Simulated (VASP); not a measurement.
## B18N19 (a cell with a defect): single point with PBEsol

The system is B18N19 (a cell with a defect).

```
B N
1.0
     7.49472    0.00000    0.00000
    -3.74736    6.49062    0.00000
     0.00000    0.00000    6.63570
B N
18 19
Direct
  0.11578 0.22501 0.21516
  0.22322 0.12026 0.75730
  0.11598 0.55815 0.23650
  0.22303 0.45339 0.77451
  0.11566 0.89095 0.21353
  0.22323 0.78574 0.77122
  0.44986 0.22515 0.21400
  0.55735 0.11998 0.77183
  0.44917 0.55814 0.23480
  0.55744 0.45336 0.77243
  0.44921 0.89158 0.23408
  0.55685 0.78644 0.75999
  0.78259 0.22489 0.23601
  0.88981 0.12016 0.77431
  0.78245 0.55822 0.23635
  0.89011 0.45304 0.76954
  0.78255 0.89158 0.23414
  0.88973 0.78568 0.77160
  0.11021 0.23287 0.79160
  0.22721 0.11351 0.18321
  0.11215 0.56407 0.76886
  0.22711 0.44684 0.23207
  0.11054 0.89370 0.78493
  0.22711 0.78077 0.23101
  0.44944 0.23257 0.78667
  0.56011 0.11374 0.23069
  0.44549 0.56394 0.76390
  0.55998 0.44682 0.23173
  0.44564 0.89769 0.76245
  0.56033 0.78045 0.24124
  0.77898 0.23086 0.76894
  0.89382 0.11369 0.23097
  0.77907 0.56401 0.76803
  0.89364 0.44710 0.23888
  0.77933 0.89779 0.76353
  0.89391 0.78080 0.23103
  0.22027 0.12108 0.51493
```

| Item | Value |
| --- | --- |
| Program | VASP 6.6.1 |
| Task | single point |
| Functional | PBEsol |
| Potentials or basis | VASP PAW PBE potentials, release 64 (B, N) |
| Cutoff | 520 eV |
| k mesh | 2 × 2 × 2 |
| Occupations | fermi-dirac, width 0.02 eV |
| Spin | collinear spin |

| Item | Value |
| --- | --- |
| Pressure | 4.3 GPa |
| Largest force | 0.071 eV/Å |
| Band gap on the k mesh | 0.71 eV |
| Net moment | 3.00 μB per cell |
| Site moments | B -0.00, +0.03, +0.01, +0.00 (each value once); N +0.10, +0.17, +0.01, +0.00, +1.45 (each value once) μB |
| Valence electrons inside the program's atomic spheres | B 2.14, 2.17, 2.19, 2.15, 2.18 (each value once); N 4.00, 3.98, 4.02, 4.01, 3.46 (each value once) |

Forces on the atoms (eV/Å):
```
B    0.015 -0.023  0.001
B   -0.014 -0.029  0.003
B   -0.008  0.025  0.008
B   -0.031 -0.006 -0.004
B   -0.003  0.000  0.027
B   -0.016 -0.029  0.002
B   -0.021 -0.019  0.006
B    0.044  0.022 -0.001
B   -0.001  0.028  0.014
B    0.024  0.008 -0.002
B    0.019 -0.003  0.007
B    0.002 -0.001 -0.013
B    0.003 -0.024  0.011
B   -0.026  0.023 -0.002
B    0.010  0.025  0.012
B    0.008 -0.032 -0.008
B   -0.007  0.000  0.010
B    0.014 -0.019  0.005
N    0.031  0.014 -0.045
N   -0.006  0.021 -0.025
N    0.023  0.020  0.001
N   -0.051  0.013 -0.009
N   -0.014 -0.037  0.059
N   -0.024 -0.067 -0.005
N   -0.024  0.039 -0.029
N    0.019  0.033  0.008
N    0.023  0.012  0.005
N    0.042  0.008 -0.015
N    0.027 -0.049  0.001
N   -0.009 -0.006 -0.015
N   -0.006  0.020  0.007
N   -0.017  0.037  0.013
N   -0.042  0.026  0.000
N    0.005  0.021  0.005
N   -0.006 -0.058  0.001
N    0.021 -0.057 -0.010
N   -0.004  0.061 -0.024
```

Stress tensor (GPa, compression positive):
```
 3.99  0.01 -0.12
 0.01  4.01  0.05
-0.12  0.05  4.84
```

Levels at points of the mesh, in eV from the valence-band top:
Spin up:
```tsv
k point	band 73	band 74	band 75	band 76	band 77	band 78	band 79	band 80
(0.00, 0.00, 0.00)	-1.01	-0.72	-0.70	-0.17	3.90	3.96	4.04	4.54
(0.50, 0.00, 0.00)	-1.29	-1.05	-0.97	0.00	3.60	4.08	4.23	4.34
(0.00, 0.50, 0.00)	-1.29	-1.07	-0.95	0.00	3.62	4.08	4.22	4.34
(0.50, 0.50, 0.00)	-1.30	-1.05	-0.96	0.00	3.43	4.17	4.25	4.42
(0.00, 0.00, 0.50)	-0.93	-0.70	-0.68	-0.54	3.76	3.82	3.83	4.38
(0.50, 0.00, 0.50)	-1.21	-0.92	-0.86	-0.57	3.62	4.14	4.23	4.28
(0.00, 0.50, 0.50)	-1.21	-0.94	-0.84	-0.58	3.64	4.13	4.22	4.28
(0.50, 0.50, 0.50)	-1.23	-0.97	-0.78	-0.59	3.59	4.14	4.25	4.31
```
Spin down:
| k point | band 71 | band 72 | band 73 | band 74 | band 75 | band 76 |
| --- | --- | --- | --- | --- | --- | --- |
| (0.00, 0.00, 0.00) | -1.06 | -0.97 | -0.96 | 0.99 | 1.22 | 1.25 |
| (0.50, 0.00, 0.00) | -1.29 | -1.25 | -1.25 | 0.93 | 1.11 | 1.21 |
| (0.00, 0.50, 0.00) | -1.28 | -1.25 | -1.25 | 0.96 | 1.10 | 1.19 |
| (0.50, 0.50, 0.00) | -1.28 | -1.27 | -1.25 | 1.05 | 1.07 | 1.13 |
| (0.00, 0.00, 0.50) | -0.93 | -0.92 | -0.88 | 0.71 | 1.23 | 1.26 |
| (0.50, 0.00, 0.50) | -1.68 | -1.63 | -0.75 | 0.74 | 1.13 | 1.20 |
| (0.00, 0.50, 0.50) | -1.68 | -1.64 | -0.75 | 0.74 | 1.13 | 1.19 |
| (0.50, 0.50, 0.50) | -1.68 | -1.63 | -0.76 | 0.73 | 1.14 | 1.19 |

Wall time 15 min on 1 thread of Intel(R) Xeon(R) 6975P-C (Granite Rapids), on a shared host, peak memory 0.71 GiB.

Caveat: the k points lie up to 0.48 Å⁻¹ apart; the PAW data sets were made with another functional, which shifts forces and pressure a little.
